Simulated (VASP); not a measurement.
# Si8C7 (a cell with a defect) in VASP: a series of runs

Runs on Si8C7 (a cell with a defect). Level: PBE. Tasks: single point.

Program: VASP 6.6.1. These are calculated values, not measurements. Logs are shortened: lines on timing, memory, paths and dates and some standing lists are left out, and cuts for length are marked.

## 1. The cell of the first run

The cell holds a defect, 15 atoms: a = 5.074 Å, b = 6.184 Å, c = 6.184 Å, α = 120.00°, β = 90.00°, γ = 90.00°.

## 2. Single point, PBE (atoms taken out, then relaxed in part)

Contents of INCAR:

```
  PREC = Accurate
  ENCUT = 520
  EDIFF = 1E-6
  ISMEAR = 0
  SIGMA = 0.01
  LREAL = Auto
  LASPH = True
  NELM = 80
  ALGO = Normal
  ISIF = 2
  LWAVE = False
  LCHARG = True
  GGA = PE
  LELF = True
  LVHAR = True
  NBANDS = 43
```

Contents of KPOINTS:

```
Automatic mesh
0
Gamma
  2 2 2
```

Contents of POSCAR:

```
Si8C7
1.0
    0.0000000000      0.0000000000     -5.0742922873
    3.0919365181     -5.3553911431      0.0000000000
   -6.1838730361      0.0000000000      0.0000000000
Si C
8 7
Direct
    0.5054851288      0.1666666667      0.3333333333
    0.5005144438      0.6667510339      0.3335020677
    0.5005144438      0.1664979323      0.8332489661
    0.5005144438      0.6667510339      0.8332489661
   -0.0005679528      0.3336199103      0.1663800897
   -0.0005679528      0.8327601795      0.1663800897
   -0.0005679528      0.3336199103      0.6672398205
   -0.0009096199      0.8333333333      0.6666666667
    0.1250113824      0.6681011863      0.3362023725
    0.1250113824      0.1637976275      0.8318988137
    0.1250113824      0.6681011863      0.8318988137
    0.6236624881      0.3350948593      0.1649051407
    0.6236624881      0.8298102815      0.1649051407
    0.6236624881      0.3350948593      0.6701897185
    0.6249816994      0.8333333333      0.6666666667
```

Potentials or basis: VASP PAW PBE potentials, release 64 (Si, C).

Launch:

```sh
cat potpaw_PBE.64/Si/POTCAR potpaw_PBE.64/C/POTCAR > POTCAR
mpirun -np 1 vasp_std > vasp.out
```

OUTCAR:

```text
PREC = Accurate
   ENCUT = 520
   EDIFF = 1E-6
   ISMEAR = 0
   LREAL = Auto
   LASPH = True
   NELM = 80
   ISIF = 2
   GGA = PE

 ion  position               nearest neighbor table
   1  0.505  0.167  0.333-  14 1.90  12 1.90  13 1.90   7 3.08   5 3.08   6 3.08   3 3.09   3 3.09
                             4 3.09   4 3.09   2 3.09   2 3.09   7 3.13   5 3.13   6 3.13
   2  0.501  0.667  0.334-  13 1.88  12 1.88  15 1.89   9 1.91   4 3.09   3 3.09   1 3.09   1 3.09
                             4 3.09   3 3.09   8 3.10   6 3.10   5 3.10   6 3.11   5 3.11   8 3.11
   3  0.501  0.166  0.833-  12 1.88  14 1.88  15 1.89  10 1.91   2 3.09   4 3.09   1 3.09   1 3.09
                             2 3.09   4 3.09   8 3.10   5 3.10   7 3.10   5 3.11   7 3.11   8 3.11
   4  0.501  0.667  0.833-  13 1.88  14 1.88  15 1.89  11 1.91   2 3.09   3 3.09   1 3.09   1 3.09
                             2 3.09   3 3.09   8 3.10   6 3.10   7 3.10   6 3.11   7 3.11   8 3.11
   5  0.999  0.334  0.166-  10 1.90   9 1.90  12 1.91   1 3.08   7 3.09   6 3.09   8 3.09   8 3.09
                             3 3.10   2 3.10   7 3.10   6 3.10   3 3.11   2 3.11   1 3.13
   6  0.999  0.833  0.166-  11 1.90   9 1.90  13 1.91   1 3.08   7 3.09   5 3.09   8 3.09   8 3.09
                             4 3.10   2 3.10   7 3.10   5 3.10   4 3.11   2 3.11   1 3.13
   7  0.999  0.334  0.667-  10 1.90  11 1.90  14 1.91   1 3.08   5 3.09   6 3.09   8 3.09   8 3.09
                             3 3.10   4 3.10   5 3.10   6 3.10   3 3.11   4 3.11   1 3.13
   8  0.999  0.833  0.667-  11 1.88   9 1.88  10 1.88  15 1.90   6 3.09   7 3.09   5 3.09   5 3.09
                             6 3.09   7 3.09   4 3.10   2 3.10   3 3.10   4 3.11   2 3.11   3 3.11
   9  0.125  0.668  0.336-   8 1.88   6 1.90   5 1.90   2 1.91
  10  0.125  0.164  0.832-   8 1.88   5 1.90   7 1.90   3 1.91
  11  0.125  0.668  0.832-   8 1.88   6 1.90   7 1.90   4 1.91
  12  0.624  0.335  0.165-   3 1.88   2 1.88   1 1.90   5 1.91
  13  0.624  0.830  0.165-   4 1.88   2 1.88   1 1.90   6 1.91
  14  0.624  0.335  0.670-   3 1.88   4 1.88   1 1.90   7 1.91
  15  0.625  0.833  0.667-   4 1.89   2 1.89   3 1.89   8 1.90

  LATTYP: Found a hexagonal cell.
 ALAT       =     6.1838730362
 C/A-ratio  =     0.8205686400

  Lattice vectors:

 A1 = (   3.0919365181,  -5.3553911431,   0.0000000000)
 A2 = (  -6.1838730361,   0.0000000000,   0.0000000000)
 A3 = (   0.0000000000,   0.0000000000,  -5.0742922873)

Analysis of symmetry for initial positions (statically):
=====================================================================
 Subroutine PRICEL returns:
 Original cell was already a primitive cell.

 Routine SETGRP: Setting up the symmetry group for a
 hexagonal supercell.

 Subroutine GETGRP returns: Found  6 space group operations
 (whereof  2 operations were pure point group operations)
 out of a pool of 24 trial point group operations.

The static configuration has the point symmetry C_1h.
 The point group associated with its full space group is C_3v.

Analysis of symmetry for dynamics (positions and initial velocities):
=====================================================================
 Subroutine PRICEL returns:
 Original cell was already a primitive cell.

 Routine SETGRP: Setting up the symmetry group for a
 hexagonal supercell.

 Subroutine GETGRP returns: Found  6 space group operations
 (whereof  2 operations were pure point group operations)
 out of a pool of 24 trial point group operations.

The dynamic configuration has the point symmetry C_1h.
 The point group associated with its full space group is C_3v.

 Subroutine INISYM returns: Found  6 space group operations
 (whereof  2 operations are pure point group operations),
 and found     1 'primitive' translations

----------------------------------------------------------------------------------------

                                     Primitive cell

  volume of cell :     168.0456

  direct lattice vectors                    reciprocal lattice vectors
     0.000000000  0.000000000 -5.074292287     0.000000000  0.000000000 -0.197071817
     3.091936518 -5.355391143  0.000000000     0.000000000 -0.186727724  0.000000000
    -6.183873036  0.000000000  0.000000000    -0.161710953 -0.093363862  0.000000000

  length of vectors
     5.074292287  6.183873036  6.183873036     0.197071817  0.186727724  0.186727724

  position of ions in fractional coordinates (direct lattice)
     0.505485129  0.166666667  0.333333333
     0.500514444  0.666751034  0.333502068
     0.500514444  0.166497932  0.833248966
     0.500514444  0.666751034  0.833248966
     0.999432047  0.333619910  0.166380090
     0.999432047  0.832760179  0.166380090
     0.999432047  0.333619910  0.667239821
     0.999090380  0.833333333  0.666666667
     0.125011382  0.668101186  0.336202372
     0.125011382  0.163797628  0.831898814
     0.125011382  0.668101186  0.831898814
     0.623662488  0.335094859  0.164905141
     0.623662488  0.829810282  0.164905141
     0.623662488  0.335094859  0.670189718
     0.624981699  0.833333333  0.666666667

  ion indices of the primitive-cell ions
   primitive index   ion index
                 1           1
                 2           2
                 3           3
                 4           4
                 5           5
                 6           6
                 7           7
                 8           8
                 9           9
                10          10
                11          11
                12          12
                13          13
                14          14
                15          15

----------------------------------------------------------------------------------------

 KPOINTS: Automatic mesh

Automatic generation of k-mesh.
 Grid dimensions read from file:
 generate k-points for:    2    2    2

 Generating k-lattice:

  Cartesian coordinates                     Fractional coordinates (reciprocal lattice)
     0.000000000  0.000000000 -0.098535908     0.500000000  0.000000000  0.000000000
     0.000000000 -0.093363862  0.000000000     0.000000000  0.500000000  0.000000000
    -0.080855476 -0.046681931  0.000000000     0.000000000  0.000000000  0.500000000

  Length of vectors
     0.098535908  0.093363862  0.093363862

  Shift w.r.t. Gamma in fractional coordinates (k-lattice)
     0.000000000  0.000000000  0.000000000

 Subroutine IBZKPT returns following result:
 ===========================================

 Found      4 irreducible k-points:

 Following reciprocal coordinates:
            Coordinates               Weight
  0.000000  0.000000  0.000000      1.000000
  0.500000  0.000000  0.000000      1.000000
  0.000000  0.500000  0.000000      3.000000
  0.500000  0.500000  0.000000      3.000000
   k-points           NKPTS =      4   k-points in BZ     NKDIM =      4   number of bands    NBANDS=     43
   number of dos      NEDOS =    301   number of ions     NIONS =     15
   total plane-waves  NPLWV =  92160
   dimension x,y,z NGX =    40 NGY =   48 NGZ =   48
   dimension x,y,z NGXF=    80 NGYF=   96 NGZF=   96
   ions per type =               8   7
   NGX,Y,Z   is equivalent  to a cutoff of  13.10, 12.90, 12.90 a.u.
   NGXF,Y,Z  is equivalent  to a cutoff of  26.21, 25.81, 25.81 a.u.
 SYSTEM =  unknown system
   PREC   = accura    normal or accurate (medium, high low for compatibility)
   ISTART =      0    job   : 0-new  1-cont  2-samecut
   ICHARG =      2    charge: 1-file 2-atom 10-const
   ISPIN  =      1    spin polarized calculation?
   LNONCOLLINEAR =      F non collinear calculations
   LSORBIT =      F    spin-orbit coupling
   LASPH  =      T    aspherical Exc in radial PAW
   ENCUT  =  520.0 eV  38.22 Ry    6.18 a.u.   9.43 11.50 11.50*2*pi/ulx,y,z
   NELM   =     80;   NELMIN=  2; NELMDL= -5     # of ELM steps
   EDIFF  = 0.1E-05   stopping-criterion for ELM
   LREAL  =      T    real-space projection
   EDIFFG = 0.1E-04   stopping-criterion for IOM
   NSW    =      0    number of steps for IOM
   IBRION =     -1    ionic relax: 0-MD 1-quasi-New 2-CG
   NFREE  =      0    steps in history (QN), initial steepest desc. (CG)
   ISIF   =      2    stress and relaxation
   ISYM   =      2    0-nonsym 1-usesym 2-fastsym
   POTIM  = 0.5000    time-step for ionic-motion
   TEBEG  =    0.0;   TEEND  =   0.0 temperature during run
   PSTRESS=    0.0 pullay stress
   NELECT =      60.0000    total number of electrons
   NUPDOWN=      -1.0000    fix difference up-down
   EMIN   =  10.00;   EMAX   =-10.00  energy-range for DOS
   EFERMI =   0.00;   METHOD = LEGACY
   ISMEAR =     0;   SIGMA  =   0.01  broadening in eV -4-tet -1-fermi 0-gaus
   EFERMI_NEDOS =   21; number of points for ismear=-14 and -15
   IALGO  =     38    algorithm
   IMIX   =      4    mixing-type and parameters
     AMIX     =   0.40;   BMIX     =  1.00
     AMIX_MAG =   1.60;   BMIX_MAG =  1.00
  volume/ion in A,a.u.               =      11.20        75.60
  Fermi-wavevector in a.u.,A,eV,Ry     =   1.161403  2.194733 18.352303  1.348856
  Thomas-Fermi vector in A             =   2.297975
   LORBIT       =      0    0 simple, 1 ext, 2 COOP (PROOUT), +10 PAW based schemes
   GGA     = PE    functional components
   LHFCALC =     F    Hartree Fock is set to
   AEXX    =    0.0000 exact exchange contribution
   IVDW    =     0    specifies the selected vdW correction
   LEPSILON=     F    determine dielectric tensor
   LRPA    =     F    only Hartree local field effects (RPA)
 non-spin polarized calculation
 Gauss-broadening in eV      SIGMA  =   0.01
  energy-cutoff  :      520.00
  volume of cell :      168.05
 maximum number of plane-waves:      4542
 NGX is ok and might be reduce to    40
   NGX = 19   NGY = 23   NGZ = 23

 number of electron      60.0000003 magnetization

 Free energy of the ion-electron system (eV)
  ---------------------------------------------------
  ext. energy  EPLUGINS =         0.00000000
  ---------------------------------------------------
  free energy    TOTEN  =      -107.30540122 eV

  energy without entropy =     -107.30347294  energy(sigma->0) =     -107.30443708

 E-fermi :   9.3715     XC(G=0): -11.1036

 val. band max:        9.0034270634   @ k =   0.0000   0.0000   0.0000
 cond. band min:       9.3745374361   @ k =   0.0000   0.5000   0.0000
 fundamental gap:      0.3711103727
 Fermi energy:         9.3714917342

 k-point     1 :       0.0000    0.0000    0.0000
  band No.  band energies     occupation
      1      -7.5473      2.00000
      2      -4.5085      2.00000
      3      -4.5085      2.00000
      4      -4.3974      2.00000
      5      -3.7071      2.00000
      6      -3.0515      2.00000
[... 34 lines left out ...]
     41      14.3709      0.00000
     42      14.3715      0.00000

 k-point     2 :       0.5000    0.0000    0.0000
  band No.  band energies     occupation
      1      -6.6215      2.00000
      2      -6.1420      2.00000
      3      -3.7420      2.00000
      4      -3.7420      2.00000
      5      -3.6356      2.00000
      6      -3.6315      2.00000
[... 34 lines left out ...]
     41      13.0207      0.00000
     42      13.3125      0.00000

 k-point     3 :       0.0000    0.5000    0.0000
  band No.  band energies     occupation
      1      -6.7069      2.00000
      2      -6.3350      2.00000
      3      -4.7937      2.00000
      4      -4.4483      2.00000
      5      -3.4267      2.00000
      6      -3.0391      2.00000
[... 34 lines left out ...]
     41      14.9193      0.00000
     42      15.2960      0.00000

 k-point     4 :       0.5000    0.5000    0.0000
  band No.  band energies     occupation
      1      -5.6454      2.00000
      2      -5.5822      2.00000
      3      -5.5047      2.00000
      4      -4.8998      2.00000
      5      -3.9417      2.00000
      6      -3.8647      2.00000
[... 34 lines left out ...]
     41      14.5027      0.00000
     42      14.6598      0.00000
 [bands above 42 left out]

------------------------ aborting loop because EDIFF is reached ----------------------------------------

  FORCE on cell =-STRESS in cart. coord.  units (eV):
  Direction    XX          YY          ZZ          XY          YZ          ZX
  --------------------------------------------------------------------------------------
  -------------------------------------------------------------------------------------
  Total       -0.5923741     -0.5923741     -0.9549503      0.0000000      0.0000000      0.0000000
  in kB       -5.6478009     -5.6478009     -9.1046677      0.0000000      0.0000000      0.0000000
  external PRESSURE =      -6.8000898 kB  Pullay stress =       0.0000000 kB

 VOLUME and BASIS-vectors are now :
 -----------------------------------------------------------------------------
  energy-cutoff  :      520.00
  volume of cell :      168.05
      direct lattice vectors                 reciprocal lattice vectors
     0.000000000  0.000000000 -5.074292287     0.000000000  0.000000000 -0.197071817
     3.091936518 -5.355391143  0.000000000     0.000000000 -0.186727724  0.000000000
    -6.183873036  0.000000000  0.000000000    -0.161710953 -0.093363862  0.000000000

 POSITION                                       TOTAL-FORCE (eV/Angst)
 -----------------------------------------------------------------------------------
     -1.54597     -0.89257     -2.56498         0.000000     -0.000000     -0.009330
     -0.00078     -3.57071     -2.53976         0.004401      0.002541     -0.008258
     -4.63790     -0.89166     -2.53976         0.000000     -0.005082     -0.008258
     -3.09115     -3.57071     -2.53976        -0.004401      0.002541     -0.008258
      0.00266     -1.78667     -5.07141        -0.008842      0.005105      0.003269
      1.54597     -4.45976     -5.07141         0.000000     -0.010210      0.003269
     -3.09459     -1.78667     -5.07141         0.008842      0.005105      0.003269
     -1.54597     -4.46283     -5.06968         0.000000      0.000000      0.001556
     -0.01331     -3.57794     -0.63434        -0.006964     -0.004021     -0.008010
     -4.63790     -0.87720     -0.63434        -0.000000      0.008041     -0.008010
     -3.07863     -3.57794     -0.63434         0.006964     -0.004021     -0.008010
      0.01634     -1.79456     -3.16465         0.000011     -0.000006      0.020782
      1.54597     -4.44396     -3.16465        -0.000000      0.000013      0.020782
     -3.10828     -1.79456     -3.16465        -0.000011     -0.000006      0.020782
     -1.54597     -4.46283     -3.17134         0.000000      0.000000     -0.015574
 -----------------------------------------------------------------------------------
    total drift:                               -0.000001     -0.000000      0.017307

  FREE ENERGIE OF THE ION-ELECTRON SYSTEM (eV)
  ---------------------------------------------------
  free  energy   TOTEN  =      -107.3054012156 eV

  energy  without entropy=     -107.3034729366  energy(sigma->0) =     -107.30443708
```

It took 1.7 min on 1 thread of Intel Xeon 8259CL, shared host; peak memory 0.27 GiB.

Results:

- Free energy: -107.3054 eV
- Pressure: -0.7 GPa
- Largest force: 0.021 eV/Å
- Band gap on the k mesh: zero (bands 30 and 31 overlap by 0.42 eV)

Forces in eV/Å, atoms in the order of the input:
```
Si   0.000  0.000 -0.009
Si   0.004  0.003 -0.008
Si   0.000 -0.005 -0.008
Si  -0.004  0.003 -0.008
Si  -0.009  0.005  0.003
Si   0.000 -0.010  0.003
Si   0.009  0.005  0.003
Si   0.000  0.000  0.002
C   -0.007 -0.004 -0.008
C    0.000  0.008 -0.008
C    0.007 -0.004 -0.008
C    0.000  0.000  0.021
C    0.000  0.000  0.021
C    0.000  0.000  0.021
C    0.000  0.000 -0.016
```

Caveat: the k points lie up to 0.62 Å⁻¹ apart; the cell differs from its parent crystal (atoms taken out, then relaxed in part).

(Continued in part 2 of 2.)

The gap in the log of VASP goes by the Fermi energy; the results here count the filled bands.